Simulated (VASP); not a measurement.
# SiC (wurtzite type) (P6_3mc) in VASP: a series of runs

SiC (wurtzite type) is run at these levels: PBE; tasks: single point.

Everything below comes from runs of VASP 6.6.1. Logs are shortened: lines on timing, memory, paths and dates and some standing lists are left out, and cuts for length are marked.

## 1. The cell of the first run

The structure is hexagonal, space group P6_3mc (No. 186). The conventional cell has a = 3.008 Å, b = 3.008 Å, c = 4.932 Å, α = 90.00°, β = 90.00°, γ = 120.00°. Within 2.4 Å of Si (site symmetry 3m) lie 4 C at 1.84 to 1.85 Å. C (site symmetry 3m) has 4 Si at 1.84 to 1.85 Å within 2.4 Å.

## 2. Single point, PBE

INCAR reads:

```
SYSTEM = SiC
PREC = Accurate
ENCUT = 520
EDIFF = 1E-6
ISMEAR = -1
SIGMA = 0.1
LREAL = .False.
LASPH = .True.
NELM = 80
ALGO = Normal
ISIF = 2
LWAVE = .False.
LCHARG = .True.
GGA = PE
LELF = .True.
LVHAR = .True.
NBANDS = 16
```

KPOINTS reads:

```
Automatic mesh
0
Gamma
  12 12 7
  0 0 0
```

POSCAR reads:

```
SiC
1.0
    3.0077037020      0.0000000000      0.0000000000
   -1.5038518510      2.6047478130      0.0000000000
    0.0000000000      0.0000000000      4.9323050590
Si C
2 2
Direct
    0.3333333333      0.6666666667      0.0001010801
    0.6666666667      0.3333333333      0.5001010801
    0.3333333333      0.6666666667      0.3758989199
    0.6666666667      0.3333333333      0.8758989199
```

Potentials or basis: VASP PAW PBE potentials, release 64 (Si, C).

Run with:

```
cat potpaw_PBE.64/Si/POTCAR potpaw_PBE.64/C/POTCAR > POTCAR
mpirun -np 1 vasp_std > vasp.out
```

OUTCAR:

```text
SYSTEM = SiC
   PREC = Accurate
   ENCUT = 520
   EDIFF = 1E-6
   ISMEAR = -1
   LREAL = .False.
   LASPH = .True.
   NELM = 80
   ISIF = 2
   GGA = PE

 ion  position               nearest neighbor table
   1  0.333  0.667  0.000-   4 1.84   4 1.84   4 1.84   3 1.85   2 3.02   2 3.02   2 3.02   2 3.02
                             2 3.02   2 3.02
   2  0.667  0.333  0.500-   3 1.84   3 1.84   3 1.84   4 1.85   1 3.02   1 3.02   1 3.02   1 3.02
                             1 3.02   1 3.02
   3  0.333  0.667  0.376-   2 1.84   2 1.84   2 1.84   1 1.85
   4  0.667  0.333  0.876-   1 1.84   1 1.84   1 1.84   2 1.85

  LATTYP: Found a hexagonal cell.
 ALAT       =     3.0077037020
 C/A-ratio  =     1.6398906101

  Lattice vectors:

 A1 = (   3.0077037020,   0.0000000000,   0.0000000000)
 A2 = (  -1.5038518510,   2.6047478130,   0.0000000000)
 A3 = (   0.0000000000,   0.0000000000,   4.9323050590)

Analysis of symmetry for initial positions (statically):
=====================================================================
 Subroutine PRICEL returns:
 Original cell was already a primitive cell.

 Routine SETGRP: Setting up the symmetry group for a
 hexagonal supercell.

 Subroutine GETGRP returns: Found 12 space group operations
 (whereof  6 operations were pure point group operations)
 out of a pool of 24 trial point group operations.

The static configuration has the point symmetry C_3v.
 The point group associated with its full space group is C_6v.

Analysis of symmetry for dynamics (positions and initial velocities):
=====================================================================
 Subroutine PRICEL returns:
 Original cell was already a primitive cell.

 Routine SETGRP: Setting up the symmetry group for a
 hexagonal supercell.

 Subroutine GETGRP returns: Found 12 space group operations
 (whereof  6 operations were pure point group operations)
 out of a pool of 24 trial point group operations.

The dynamic configuration has the point symmetry C_3v.
 The point group associated with its full space group is C_6v.

 Subroutine INISYM returns: Found 12 space group operations
 (whereof  6 operations are pure point group operations),
 and found     1 'primitive' translations

----------------------------------------------------------------------------------------

                                     Primitive cell

  volume of cell :      38.6412

  direct lattice vectors                    reciprocal lattice vectors
     3.007703702  0.000000000  0.000000000     0.332479559  0.191957163  0.000000000
    -1.503851851  2.604747813  0.000000000     0.000000000  0.383914326  0.000000000
     0.000000000  0.000000000  4.932305059     0.000000000  0.000000000  0.202744962

  length of vectors
     3.007703702  3.007703702  4.932305059     0.383914326  0.383914326  0.202744962

  position of ions in fractional coordinates (direct lattice)
     0.333333333  0.666666667  0.000101080
     0.666666667  0.333333333  0.500101080
     0.333333333  0.666666667  0.375898920
     0.666666667  0.333333333  0.875898920

  ion indices of the primitive-cell ions
   primitive index   ion index
                 1           1
                 2           2
                 3           3
                 4           4

----------------------------------------------------------------------------------------

 KPOINTS: Automatic mesh

Automatic generation of k-mesh.
 Grid dimensions read from file:
 generate k-points for:   12   12    7

 Generating k-lattice:

  Cartesian coordinates                     Fractional coordinates (reciprocal lattice)
     0.027706630  0.015996430  0.000000000     0.083333333  0.000000000  0.000000000
     0.000000000  0.031992860  0.000000000     0.000000000  0.083333333  0.000000000
     0.000000000  0.000000000  0.028963566     0.000000000  0.000000000  0.142857143

  Length of vectors
     0.031992860  0.031992860  0.028963566

  Shift w.r.t. Gamma in fractional coordinates (k-lattice)
     0.000000000  0.000000000  0.000000000

 Subroutine IBZKPT returns following result:
 ===========================================

 Found     76 irreducible k-points:

 Following reciprocal coordinates:
            Coordinates               Weight
  0.000000  0.000000  0.000000      1.000000
  0.083333 -0.000000  0.000000      6.000000
  0.166667 -0.000000  0.000000      6.000000
  0.250000  0.000000  0.000000      6.000000
  0.333333  0.000000  0.000000      6.000000
  0.416667  0.000000  0.000000      6.000000
[... 16 lines left out ...]
  0.250000  0.000000  0.142857     12.000000
  0.333333  0.000000  0.142857     12.000000
 [... further k-points ...]
   k-points           NKPTS =     76   k-points in BZ     NKDIM =     76   number of bands    NBANDS=     16
   number of dos      NEDOS =    301   number of ions     NIONS =      4
   total plane-waves  NPLWV =  23040
   dimension x,y,z NGX =    24 NGY =   24 NGZ =   40
   dimension x,y,z NGXF=    48 NGYF=   48 NGZF=   80
   ions per type =               2   2
   NGX,Y,Z   is equivalent  to a cutoff of  13.27, 13.27, 13.48 a.u.
   NGXF,Y,Z  is equivalent  to a cutoff of  26.53, 26.53, 26.96 a.u.
 SYSTEM =  SiC
   PREC   = accura    normal or accurate (medium, high low for compatibility)
   ISTART =      0    job   : 0-new  1-cont  2-samecut
   ICHARG =      2    charge: 1-file 2-atom 10-const
   ISPIN  =      1    spin polarized calculation?
   LNONCOLLINEAR =      F non collinear calculations
   LSORBIT =      F    spin-orbit coupling
   LASPH  =      T    aspherical Exc in radial PAW
   ENCUT  =  520.0 eV  38.22 Ry    6.18 a.u.   5.59  5.59  9.17*2*pi/ulx,y,z
   NELM   =     80;   NELMIN=  2; NELMDL= -5     # of ELM steps
   EDIFF  = 0.1E-05   stopping-criterion for ELM
   LREAL  =      F    real-space projection
   EDIFFG = 0.1E-04   stopping-criterion for IOM
   NSW    =      0    number of steps for IOM
   IBRION =     -1    ionic relax: 0-MD 1-quasi-New 2-CG
   NFREE  =      0    steps in history (QN), initial steepest desc. (CG)
   ISIF   =      2    stress and relaxation
   ISYM   =      2    0-nonsym 1-usesym 2-fastsym
   POTIM  = 0.5000    time-step for ionic-motion
   TEBEG  =    0.0;   TEEND  =   0.0 temperature during run
   PSTRESS=    0.0 pullay stress
   NELECT =      16.0000    total number of electrons
   NUPDOWN=      -1.0000    fix difference up-down
   EMIN   =  10.00;   EMAX   =-10.00  energy-range for DOS
   EFERMI =   0.00;   METHOD = LEGACY
   ISMEAR =    -1;   SIGMA  =   0.10  broadening in eV -4-tet -1-fermi 0-gaus
   EFERMI_NEDOS =   21; number of points for ismear=-14 and -15
   IALGO  =     38    algorithm
   IMIX   =      4    mixing-type and parameters
     AMIX     =   0.40;   BMIX     =  1.00
     AMIX_MAG =   1.60;   BMIX_MAG =  1.00
  volume/ion in A,a.u.               =       9.66        65.19
  Fermi-wavevector in a.u.,A,eV,Ry     =   1.220201  2.305845 20.257575  1.488890
  Thomas-Fermi vector in A             =   2.355426
   LORBIT       =      0    0 simple, 1 ext, 2 COOP (PROOUT), +10 PAW based schemes
   GGA     = PE    functional components
   LHFCALC =     F    Hartree Fock is set to
   AEXX    =    0.0000 exact exchange contribution
   IVDW    =     0    specifies the selected vdW correction
   LEPSILON=     F    determine dielectric tensor
   LRPA    =     F    only Hartree local field effects (RPA)
 non-spin polarized calculation
  energy-cutoff  :      520.00
  volume of cell :       38.64
 maximum number of plane-waves:      1057
 NGX is ok and might be reduce to    24
   NGX = 11   NGY = 11   NGZ = 19

 number of electron      15.9999999 magnetization

 Free energy of the ion-electron system (eV)
  ---------------------------------------------------
  ext. energy  EPLUGINS =         0.00000000
  ---------------------------------------------------
  free energy    TOTEN  =       -29.90430817 eV

  energy without entropy =      -29.90430757  energy(sigma->0) =      -29.90430787

 E-fermi :  10.2107     XC(G=0): -11.6499

 val. band max:        9.0504643063   @ k =   0.0000   0.0000   0.0000
 cond. band min:      11.2018717048   @ k =   0.3333   0.3333   0.0000
 fundamental gap:      2.1514073985
 Fermi energy:        10.2107324695

 k-point     1 :       0.0000    0.0000    0.0000
  band No.  band energies     occupation
      1      -7.0724      2.00000
      2      -3.2380      2.00000
      3      -0.0460      2.00000
      4       7.6993      2.00000
      5       7.6993      2.00000
      6       8.9399      1.99999
[... 8 lines left out ...]
     15      18.4958      0.00000
     16      20.9011      0.00000

 k-point     2 :       0.0833   -0.0000    0.0000
  band No.  band energies     occupation
      1      -6.9453      2.00000
      2      -3.1299      2.00000
      3       0.0738      2.00000
      4       6.9987      2.00000
      5       7.4743      2.00000
      6       8.5946      2.00000
[... 8 lines left out ...]
     15      18.7972      0.00000
     16      19.7193      0.00000

 k-point     3 :       0.1667   -0.0000    0.0000
  band No.  band energies     occupation
      1      -6.5671      2.00000
      2      -2.8148      2.00000
      3       0.4255      2.00000
      4       5.4516      2.00000
      5       6.9695      2.00000
      6       7.4783      2.00000
[... 8 lines left out ...]
     15      19.0253      0.00000
     16      19.3460      0.00000

 k-point     4 :       0.2500    0.0000    0.0000
  band No.  band energies     occupation
      1      -5.9487      2.00000
      2      -2.3307      2.00000
      3       0.9726      2.00000
      4       3.7317      2.00000
      5       6.0665      2.00000
      6       6.4250      2.00000
[... 8 lines left out ...]
     15      19.5795      0.00000
     16      20.2374      0.00000

 k-point     5 :       0.3333    0.0000    0.0000
  band No.  band energies     occupation
      1      -5.1175      2.00000
      2      -1.8067      2.00000
      3       1.4300      2.00000
      4       2.4739      2.00000
      5       4.6131      2.00000
      6       5.9761      2.00000
[... 8 lines left out ...]
     15      20.5086      0.00000
     16      21.9166      0.00000

 k-point     6 :       0.4167    0.0000    0.0000
  band No.  band energies     occupation
      1      -4.1564      2.00000
      2      -1.6812      2.00000
      3       1.0423      2.00000
      4       2.8401      2.00000
      5       3.3435      2.00000
      6       5.6876      2.00000
[... 8 lines left out ...]
     15      20.8345      0.00000
     16      21.8545      0.00000
[... 267 lines left out ...]
 k-point    21 :       0.0833   -0.0000    0.1429
  band No.  band energies     occupation
      1      -6.8402      2.00000
      2      -3.5957      2.00000
      3       0.7048      2.00000
      4       7.0676      2.00000
      5       7.5367      2.00000
      6       8.1829      2.00000
[... 8 lines left out ...]
     15      18.5608      0.00000
     16      20.1782      0.00000

 k-point    22 :       0.1667   -0.0000    0.1429
  band No.  band energies     occupation
      1      -6.4628      2.00000
      2      -3.2644      2.00000
      3       1.0264      2.00000
      4       5.5438      2.00000
      5       7.0394      2.00000
      6       7.1859      2.00000
[... 8 lines left out ...]
     15      19.2940      0.00000
     16      19.6334      0.00000

 k-point    23 :       0.2500    0.0000    0.1429
  band No.  band energies     occupation
      1      -5.8460      2.00000
      2      -2.7453      2.00000
      3       1.4816      2.00000
      4       3.8825      2.00000
      5       5.7561      2.00000
      6       6.5005      2.00000
[... 8 lines left out ...]
     15      20.2608      0.00000
     16      20.2651      0.00000

 k-point    24 :       0.3333    0.0000    0.1429
  band No.  band energies     occupation
      1      -5.0177      2.00000
      2      -2.1379      2.00000
      3       1.4926      2.00000
      4       2.9748      2.00000
      5       4.2706      2.00000
      6       6.0548      2.00000
[... 8 lines left out ...]
     15      20.9031      0.00000
     16      21.7247      0.00000

 [... further k-points ...]
[... 5 lines left out ...]
  --------------------------------------------------------------------------------------
  -------------------------------------------------------------------------------------
  Total        5.0418900      5.0418900      5.0451645      0.0000000      0.0000000      0.0000000
  in kB      209.0514988    209.0514988    209.1872683      0.0000000      0.0000000      0.0000000
  external PRESSURE =     209.0967553 kB  Pullay stress =       0.0000000 kB

 VOLUME and BASIS-vectors are now :
 -----------------------------------------------------------------------------
  energy-cutoff  :      520.00
  volume of cell :       38.64
      direct lattice vectors                 reciprocal lattice vectors
     3.007703702  0.000000000  0.000000000     0.332479559  0.191957163  0.000000000
    -1.503851851  2.604747813  0.000000000     0.000000000  0.383914326  0.000000000
     0.000000000  0.000000000  4.932305059     0.000000000  0.000000000  0.202744962

 POSITION                                       TOTAL-FORCE (eV/Angst)
 -----------------------------------------------------------------------------------
     -0.00000      1.73650      0.00050        -0.000000      0.000000      0.000302
      1.50385      0.86825      2.46665         0.000000     -0.000000      0.000302
     -0.00000      1.73650      1.85405        -0.000000     -0.000000     -0.000302
      1.50385      0.86825      4.32020         0.000000      0.000000     -0.000302
 -----------------------------------------------------------------------------------
    total drift:                                0.000000      0.000000     -0.000239

  FREE ENERGIE OF THE ION-ELECTRON SYSTEM (eV)
  ---------------------------------------------------
  free  energy   TOTEN  =       -29.9043081718 eV

  energy  without entropy=      -29.9043075664  energy(sigma->0) =      -29.90430787
```

Wall time 16 s (1 thread of Intel Xeon 6975P-C (Granite Rapids), shared host); peak memory 0.17 GiB.

What came out:

* Free energy: -29.9043 eV
* Pressure: 20.9 GPa
* Band gap on the k mesh: 2.15 eV, indirect (least direct gap 4.10 eV)

## 3. Single point, PBE

INCAR reads:

```
ALGO = Normal
EDIFF = 1E-6
ENCUT = 520
GGA = PE
ISIF = 2
ISMEAR = -1
LASPH = True
LCHARG = False
LREAL = False
LWAVE = False
NBANDS = 16
NELM = 100
PREC = Accurate
SIGMA = 0.1
```

KPOINTS reads:

```
k-points
0
Gamma
  12 12 7
```

POSCAR is that of step 2.

Potentials or basis: VASP PAW PBE potentials, release 64 (Si, C).

Run with:

```
cat potpaw_PBE.64/Si/POTCAR potpaw_PBE.64/C/POTCAR > POTCAR
mpirun -np 1 vasp_std > vasp.out
```

Run time: 16 s. Hardware: 1 thread of Intel Xeon 6975P-C (Granite Rapids), shared host; peak memory 0.17 GiB.

Results (log left out):

```yaml
Free_energy: -29.9043 eV
Pressure: 20.9 GPa
Band_gap_on_the_k_mesh: 2.15 eV, indirect (least direct gap 4.10 eV)
```

Levels at points of the mesh, in eV from the valence-band top:
```tsv
k point	band 4	band 5	band 6	band 7	band 8	band 9	band 10	band 11	band 12	band 13
(0.00, 0.00, 0.00)	-1.35	-1.35	-0.11	0.00	0.00	5.38	6.94	7.08	7.08	8.35
(0.50, 0.00, 0.00)	-6.45	-5.67	-3.48	-3.46	-1.21	2.89	4.29	7.40	7.41	10.64
```
